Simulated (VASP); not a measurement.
Sn: single point with PBE

The system is Sn.

```xyz
2
Lattice="0.0000 3.2456 3.2456 3.2456 0.0000 3.2456 3.2456 3.2456 0.0000" Properties=species:S:1:pos:R:3 pbc="T T T"
Sn    3.2456    3.2456    3.2456
Sn    4.8684    4.8684    4.8684
```

| Property | Result |
| --- | --- |
| Program | VASP 6.6.1 |
| Task | single point |
| Functional | PBE |
| Potentials or basis | VASP PAW PBE potentials, release 64 (Sn_d) |
| Cutoff | 520 eV |
| k mesh | 12 × 12 × 12 |
| Occupations | gaussian, width 0.15 eV |
| Spin | no spin polarisation |
| Dipole correction | no |
| Further INCAR settings | ALGO = Normal; EDIFF = 1e-06; NBANDS = 21 |

```yaml
Pressure: 3.2 GPa
Band_gap_on_the_k_mesh: zero (band 14 reaches 5.72 eV, above the bottom of band 15 at 5.62 eV)
```

Levels at points of the mesh, in eV from the Fermi level:
| k point | band 10 | band 11 | band 12 | band 13 | band 14 | band 15 | band 16 | band 17 | band 18 | band 19 |
| --- | --- | --- | --- | --- | --- | --- | --- | --- | --- | --- |
| (0.00, 0.00, 0.00) | -21.33 | -10.63 | -0.67 | 0.06 | 0.06 | 0.06 | 2.13 | 2.13 | 2.13 | 4.99 |
| (0.50, 0.00, 0.00) | -21.29 | -9.00 | -6.32 | -1.14 | -1.14 | -0.04 | 3.21 | 3.21 | 5.62 | 8.49 |
| (0.50, 0.50, 0.00) | -21.27 | -7.53 | -7.53 | -2.49 | -2.49 | 0.80 | 0.80 | 7.70 | 7.70 | 9.28 |

Run time: 32 s on 1 thread of Intel(R) Xeon(R) 6975P-C (Granite Rapids), with other jobs on the host, peak memory 0.24 GiB.

Caveat: spin-orbit coupling is left out, which moves the levels of the heavy elements.
